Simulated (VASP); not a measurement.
# Al2InSb3 (I-4m2) in VASP: single point with PBE

Aim: the single point of Al2InSb3 with PBE.

All numbers are computed with VASP 6.6.1; they aren't measurements. Logs are shortened: lines on timing, memory, paths and dates and some standing lists are left out, and cuts for length are marked.

### 1 The cell of the first run

Symmetry: I-4m2, No. 119, tetragonal system. The conventional cell has a = 4.306 Å, b = 4.306 Å, c = 18.291 Å, α = 90.00°, β = 90.00°, γ = 90.00°. Al (site symmetry 2mm) has 4 Sb at 2.59 to 2.60 Å within 3.4 Å. Within 3.6 Å of In (site symmetry -4m2) lie 4 Sb at 2.72 Å. Within 3.4 Å of Sb (site symmetry 2mm) lie 2 Al at 2.59 Å and 2 In at 2.72 Å. Sb (site symmetry -4m2) has 4 Al at 2.60 Å within 3.4 Å.

### 2 Single point, PBE (28.26 Å³/atom)

Contents of INCAR:

```
SYSTEM = Al2InSb3
PREC = Accurate
ENCUT = 500
EDIFF = 1E-6
ISMEAR = 0
SIGMA = 0.02
LREAL = .False.
LASPH = .True.
NELM = 120
ALGO = Normal
ISIF = 2
LWAVE = .False.
LCHARG = .False.
GGA = PE
NBANDS = 41
GGA_COMPAT = .False.
```

Contents of KPOINTS:

```
regular mesh
0
Gamma
  12 12 12
  0 0 0
```

Contents of POSCAR:

```
Al2InSb3
1.0
   -2.1529487309      2.1529487309      9.1454392960
    2.1529487309     -2.1529487309      9.1454392960
    2.1529487309      2.1529487309     -9.1454392960
Al In Sb
2 1 3
Direct
    0.6700661878      0.6700661878      0.0000000000
    0.3299338122      0.3299338122      0.0000000000
    0.0000000000      0.0000000000      0.0000000000
    0.5913065370      0.0913065370      0.5000000000
    0.2500000000      0.7500000000      0.5000000000
    0.9086934630      0.4086934630      0.5000000000
```

Potentials or basis: VASP PAW PBE potentials, release 64 (Al, In_d, Sb_d_GW).

Started as:

```bash
cat potpaw_PBE.64/Al/POTCAR potpaw_PBE.64/In_d/POTCAR potpaw_PBE.64/Sb_d_GW/POTCAR > POTCAR
mpirun -np 1 vasp_std > vasp.out
```

OUTCAR:

```text
SYSTEM = Al2InSb3
   PREC = Accurate
   ENCUT = 500
   EDIFF = 1E-6
   ISMEAR = 0
   LREAL = .False.
   LASPH = .True.
   NELM = 120
   ISIF = 2
   GGA = PE

 ion  position               nearest neighbor table
   1  0.670  0.670  0.000-   4 2.59   4 2.59   5 2.60   5 2.60
   2  0.330  0.330  0.000-   6 2.59   6 2.59   5 2.60   5 2.60
   3  0.000  0.000  0.000-   4 2.72   6 2.72   4 2.72   6 2.72
   4  0.591  0.091  0.500-   1 2.59   1 2.59   3 2.72   3 2.72
   5  0.250  0.750  0.500-   1 2.60   2 2.60   2 2.60   1 2.60
   6  0.909  0.409  0.500-   2 2.59   2 2.59   3 2.72   3 2.72

  LATTYP: Found a body centered tetragonal cell.
 ALAT       =     4.3058974618
 C/A-ratio  =     4.2478667349

  Lattice vectors:

 A1 = (  -2.1529487309,   2.1529487309,   9.1454392960)
 A2 = (   2.1529487309,  -2.1529487309,   9.1454392960)
 A3 = (   2.1529487309,   2.1529487309,  -9.1454392960)

Analysis of symmetry for initial positions (statically):
=====================================================================
 Subroutine PRICEL returns:
 Original cell was already a primitive cell.

 Routine SETGRP: Setting up the symmetry group for a
 body centered tetragonal supercell.

 Subroutine GETGRP returns: Found  8 space group operations
 (whereof  8 operations were pure point group operations)
 out of a pool of 16 trial point group operations.

The static configuration has the point symmetry D_2d.

Analysis of symmetry for dynamics (positions and initial velocities):
=====================================================================
 Subroutine PRICEL returns:
 Original cell was already a primitive cell.

 Routine SETGRP: Setting up the symmetry group for a
 body centered tetragonal supercell.

 Subroutine GETGRP returns: Found  8 space group operations
 (whereof  8 operations were pure point group operations)
 out of a pool of 16 trial point group operations.

The dynamic configuration has the point symmetry D_2d.

 Subroutine INISYM returns: Found  8 space group operations
 (whereof  8 operations are pure point group operations),
 and found     1 'primitive' translations

----------------------------------------------------------------------------------------

                                     Primitive cell

  volume of cell :     169.5633

  direct lattice vectors                    reciprocal lattice vectors
    -2.152948731  2.152948731  9.145439296     0.000000000  0.232239622  0.054672059
     2.152948731 -2.152948731  9.145439296     0.232239622  0.000000000  0.054672059
     2.152948731  2.152948731 -9.145439296     0.232239622  0.232239622  0.000000000

  length of vectors
     9.638954113  9.638954113  9.638954113     0.238588089  0.238588089  0.328436424

  position of ions in fractional coordinates (direct lattice)
     0.670066188  0.670066188  0.000000000
     0.329933812  0.329933812  0.000000000
     0.000000000  0.000000000  0.000000000
     0.591306537  0.091306537  0.500000000
     0.250000000  0.750000000  0.500000000
     0.908693463  0.408693463  0.500000000

  ion indices of the primitive-cell ions
   primitive index   ion index
                 1           1
                 2           2
                 3           3
                 4           4
                 5           5
                 6           6

----------------------------------------------------------------------------------------

 KPOINTS: regular mesh

Automatic generation of k-mesh.
 Grid dimensions read from file:
 generate k-points for:   12   12   12

 Generating k-lattice:

  Cartesian coordinates                     Fractional coordinates (reciprocal lattice)
     0.000000000  0.019353302  0.004556005     0.083333333  0.000000000  0.000000000
     0.019353302  0.000000000  0.004556005     0.000000000  0.083333333  0.000000000
     0.019353302  0.019353302  0.000000000     0.000000000  0.000000000  0.083333333

  Length of vectors
     0.019882341  0.019882341  0.027369702

  Shift w.r.t. Gamma in fractional coordinates (k-lattice)
     0.000000000  0.000000000  0.000000000

 Subroutine IBZKPT returns following result:
 ===========================================

 Found    163 irreducible k-points:

 Following reciprocal coordinates:
            Coordinates               Weight
  0.000000  0.000000  0.000000      1.000000
  0.083333 -0.000000  0.000000      8.000000
  0.166667  0.000000  0.000000      8.000000
  0.250000  0.000000 -0.000000      8.000000
  0.333333 -0.000000  0.000000      8.000000
  0.416667 -0.000000  0.000000      8.000000
[... 16 lines left out ...]
  0.500000  0.166667  0.000000     16.000000
 -0.416667  0.166667 -0.000000     16.000000
 [... further k-points ...]
   k-points           NKPTS =    163   k-points in BZ     NKDIM =    163   number of bands    NBANDS=     41
   number of dos      NEDOS =    301   number of ions     NIONS =      6
   total plane-waves  NPLWV = 343000
   dimension x,y,z NGX =    70 NGY =   70 NGZ =   70
   dimension x,y,z NGXF=   140 NGYF=  140 NGZF=  140
   ions per type =               2   1   3
   NGX,Y,Z   is equivalent  to a cutoff of  12.07, 12.07, 12.07 a.u.
   NGXF,Y,Z  is equivalent  to a cutoff of  24.15, 24.15, 24.15 a.u.
 SYSTEM =  Al2InSb3
   PREC   = accura    normal or accurate (medium, high low for compatibility)
   ISTART =      0    job   : 0-new  1-cont  2-samecut
   ICHARG =      2    charge: 1-file 2-atom 10-const
   ISPIN  =      1    spin polarized calculation?
   LNONCOLLINEAR =      F non collinear calculations
   LSORBIT =      F    spin-orbit coupling
   LASPH  =      T    aspherical Exc in radial PAW
   ENCUT  =  500.0 eV  36.75 Ry    6.06 a.u.  17.57 17.57 17.57*2*pi/ulx,y,z
   NELM   =    120;   NELMIN=  2; NELMDL= -5     # of ELM steps
   EDIFF  = 0.1E-05   stopping-criterion for ELM
   LREAL  =      F    real-space projection
   EDIFFG = 0.1E-04   stopping-criterion for IOM
   NSW    =      0    number of steps for IOM
   IBRION =     -1    ionic relax: 0-MD 1-quasi-New 2-CG
   NFREE  =      0    steps in history (QN), initial steepest desc. (CG)
   ISIF   =      2    stress and relaxation
   ISYM   =      2    0-nonsym 1-usesym 2-fastsym
   POTIM  = 0.5000    time-step for ionic-motion
   TEBEG  =    0.0;   TEEND  =   0.0 temperature during run
   PSTRESS=    0.0 pullay stress
   NELECT =      64.0000    total number of electrons
   NUPDOWN=      -1.0000    fix difference up-down
   EMIN   =  10.00;   EMAX   =-10.00  energy-range for DOS
   EFERMI =   0.00;   METHOD = LEGACY
   ISMEAR =     0;   SIGMA  =   0.02  broadening in eV -4-tet -1-fermi 0-gaus
   EFERMI_NEDOS =   21; number of points for ismear=-14 and -15
   IALGO  =     38    algorithm
   IMIX   =      4    mixing-type and parameters
     AMIX     =   0.40;   BMIX     =  1.00
     AMIX_MAG =   1.60;   BMIX_MAG =  1.00
  volume/ion in A,a.u.               =      28.26       190.71
  Fermi-wavevector in a.u.,A,eV,Ry     =   1.183107  2.235749 19.044662  1.399743
  Thomas-Fermi vector in A             =   2.319348
   LORBIT       =      0    0 simple, 1 ext, 2 COOP (PROOUT), +10 PAW based schemes
   GGA     = PE    functional components
   LHFCALC =     F    Hartree Fock is set to
   AEXX    =    0.0000 exact exchange contribution
   IVDW    =     0    specifies the selected vdW correction
   LEPSILON=     F    determine dielectric tensor
   LRPA    =     F    only Hartree local field effects (RPA)
 non-spin polarized calculation
 Gauss-broadening in eV      SIGMA  =   0.02
  energy-cutoff  :      500.00
  volume of cell :      169.56
 maximum number of plane-waves:      4337
   NGX = 35   NGY = 35   NGZ = 35

 number of electron      64.0000007 magnetization

 Free energy of the ion-electron system (eV)
  ---------------------------------------------------
  ext. energy  EPLUGINS =         0.00000000
  ---------------------------------------------------
  free energy    TOTEN  =       -22.92059657 eV

  energy without entropy =      -22.92059657  energy(sigma->0) =      -22.92059657

 E-fermi :   4.8335     XC(G=0):  -9.1890

 val. band max:        4.7413068923   @ k =   0.0000   0.0000   0.0000
 cond. band min:       5.7542468868   @ k =  -0.3333  -0.3333   0.3333
 fundamental gap:      1.0129399945
 Fermi energy:         4.8335043763

 k-point     1 :       0.0000    0.0000    0.0000
  band No.  band energies     occupation
      1     -23.7434      2.00000
      2     -23.7434      2.00000
      3     -23.7376      2.00000
      4     -23.7361      2.00000
      5     -23.7241      2.00000
      6     -23.7241      2.00000
[... 33 lines left out ...]
     40       7.8914      0.00000
     41      11.1592      0.00000

 k-point     2 :       0.0833   -0.0000    0.0000
  band No.  band energies     occupation
      1     -23.7434      2.00000
      2     -23.7434      2.00000
      3     -23.7374      2.00000
      4     -23.7359      2.00000
      5     -23.7242      2.00000
      6     -23.7241      2.00000
[... 33 lines left out ...]
     40       8.1678      0.00000
     41      11.0802      0.00000

 k-point     3 :       0.1667    0.0000    0.0000
  band No.  band energies     occupation
      1     -23.7436      2.00000
      2     -23.7433      2.00000
      3     -23.7367      2.00000
      4     -23.7353      2.00000
      5     -23.7245      2.00000
      6     -23.7241      2.00000
[... 33 lines left out ...]
     40       8.8384      0.00000
     41       9.9672      0.00000

 k-point     4 :       0.2500    0.0000   -0.0000
  band No.  band energies     occupation
      1     -23.7438      2.00000
      2     -23.7433      2.00000
      3     -23.7359      2.00000
      4     -23.7344      2.00000
      5     -23.7249      2.00000
      6     -23.7241      2.00000
[... 825 lines left out ...]
     40       9.6605      0.00000
     41       9.8374      0.00000

 k-point    23 :       0.5000    0.1667    0.0000
  band No.  band energies     occupation
      1     -23.7446      2.00000
      2     -23.7432      2.00000
      3     -23.7334      2.00000
      4     -23.7318      2.00000
      5     -23.7261      2.00000
      6     -23.7243      2.00000
[... 33 lines left out ...]
     40       9.5540      0.00000
     41      10.0632      0.00000

 k-point    24 :      -0.4167    0.1667   -0.0000
  band No.  band energies     occupation
      1     -23.7446      2.00000
      2     -23.7432      2.00000
      3     -23.7336      2.00000
      4     -23.7321      2.00000
      5     -23.7260      2.00000
      6     -23.7243      2.00000
[... 33 lines left out ...]
     40       9.6637      0.00000
     41      10.3083      0.00000

 [... further k-points ...]

------------------------ aborting loop because EDIFF is reached ----------------------------------------

  FORCE on cell =-STRESS in cart. coord.  units (eV):
  Direction    XX          YY          ZZ          XY          YZ          ZX
  --------------------------------------------------------------------------------------
  -------------------------------------------------------------------------------------
  Total        8.0784164      8.0784164      8.0788050      0.0000000     -0.0000000      0.0000000
  in kB       76.3316902     76.3316902     76.3353618      0.0000000     -0.0000000      0.0000000
  external PRESSURE =      76.3329140 kB  Pullay stress =       0.0000000 kB

 VOLUME and BASIS-vectors are now :
 -----------------------------------------------------------------------------
  energy-cutoff  :      500.00
  volume of cell :      169.56
      direct lattice vectors                 reciprocal lattice vectors
    -2.152948731  2.152948731  9.145439296     0.000000000  0.232239622  0.054672059
     2.152948731 -2.152948731  9.145439296     0.232239622  0.000000000  0.054672059
     2.152948731  2.152948731 -9.145439296     0.232239622  0.232239622  0.000000000

 POSITION                                       TOTAL-FORCE (eV/Angst)
 -----------------------------------------------------------------------------------
      0.00000      0.00000     12.25610        -0.000000      0.000000     -0.000777
      0.00000      0.00000      6.03478        -0.000000      0.000000      0.000777
      0.00000      0.00000      0.00000        -0.000000      0.000000     -0.000000
      0.00000      2.15295      1.67008         0.000000     -0.000000      0.006171
      2.15295      0.00000      4.57272        -0.000000      0.000000     -0.000000
      0.00000      2.15295      7.47536         0.000000     -0.000000     -0.006171
 -----------------------------------------------------------------------------------
    total drift:                                0.000000     -0.000000      0.000000

  FREE ENERGIE OF THE ION-ELECTRON SYSTEM (eV)
  ---------------------------------------------------
  free  energy   TOTEN  =       -22.9205965689 eV

  energy  without entropy=      -22.9205965689  energy(sigma->0) =      -22.92059657
```

Wall time 40 min (1 thread of Intel Xeon 6975P-C (Granite Rapids), shared host); peak memory 1.4 GiB.

Results:

| Property | Result |
| --- | --- |
| Free energy | -22.9206 eV |
| Pressure | 7.6 GPa |
| Largest force | 0.006 eV/Å |
| Band gap on the k mesh | 1.01 eV (least direct gap 1.03 eV) |

Forces in eV/Å, atoms in the order of the input:
```
Al   0.000  0.000 -0.001
Al   0.000  0.000  0.001
In   0.000  0.000  0.000
Sb   0.000  0.000  0.006
Sb   0.000  0.000  0.000
Sb   0.000  0.000 -0.006
```

Levels at points of the mesh, in eV from the valence-band top:
```csv
k point,band 29,band 30,band 31,band 32,band 33,band 34,band 35,band 36
"(0.00, 0.00, 0.00)",-1.93,-0.16,0.00,0.00,1.03,1.27,1.47,2.22
"(0.50, 0.00, 0.00)",-1.37,-1.33,-1.07,-0.70,1.20,2.13,2.46,3.64
"(0.50, 0.50, 0.00)",-2.95,-2.95,-2.47,-2.47,1.08,1.22,2.63,2.78
"(0.50, 0.50, 0.50)",-1.18,-1.18,-0.76,-0.76,1.03,1.25,2.00,2.34
```

Caveat: the cell stands under pressure; spin-orbit coupling is left out, which moves the levels of the heavy elements. A k mesh can miss the band edges.
